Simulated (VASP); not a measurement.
Write the native input for VASP 6.6.1 that does the following.

| Property | Result |
| --- | --- |
| Task | single point |
| Functional | PBE |
| Potentials or basis | VASP PAW PBE potentials, release 64 (Li_sv, Zn, Ge_d, Se) |
| Cutoff | 520 eV |
| k mesh | 6 × 6 × 6 |
| Occupations | gaussian, width 0.01 eV |
| Spin | no spin polarisation |
| Dipole correction | no |
| Further INCAR settings | ALGO = Normal; EDIFF = 1e-06; NBANDS = 38 |

The structure of Li2ZnGeSe4 lies in POSCAR:

```
Li2ZnGeSe4
1.0
   -2.8153923308      2.8153923308      5.9768228438
    2.8153923308     -2.8153923308      5.9768228438
    2.8153923308      2.8153923308     -5.9768228438
Li Zn Ge Se
2 1 1 4
Direct
    0.7500000000      0.2500000000      0.5000000000
    0.2500000000      0.7500000000      0.5000000000
    0.0000000000      0.0000000000      0.0000000000
    0.5000000000      0.5000000000      0.0000000000
    0.8624044664      0.8624044664      0.4837735353
    0.1375955336      0.6213690688      0.0000000000
    0.6213690688      0.1375955336      0.0000000000
    0.3786309312      0.3786309312      0.5162264647
```

These files were run (other wordings do the same):

INCAR

```
SYSTEM = Li2ZnGeSe4
ALGO = Normal
EDIFF = 1E-6
ENCUT = 520
GGA = PE
ISIF = 2
ISMEAR = 0
LASPH = .True.
LCHARG = .True.
LELF = .True.
LREAL = .False.
LVHAR = .True.
LWAVE = .False.
NBANDS = 38
NELM = 80
PREC = Accurate
SIGMA = 0.01
```

KPOINTS

```
k-points
0
Gamma
  6 6 6
  0 0 0
```

Potentials or basis: VASP PAW PBE potentials, release 64 (Li_sv, Zn, Ge_d, Se).

Run with:

```bash
$ cat potpaw_PBE.64/Li_sv/POTCAR potpaw_PBE.64/Zn/POTCAR potpaw_PBE.64/Ge_d/POTCAR potpaw_PBE.64/Se/POTCAR > POTCAR
$ mpirun -np 1 vasp_std > vasp.out
```

Results of the run:

- Largest force: 0.014 eV/Å
- Band gap on the k mesh: 1.17 eV

Wall time 3.6 min on 1 thread of AMD EPYC 9R45 96-Core Processor (Zen 5), on a shared host, peak memory 0.5 GiB.
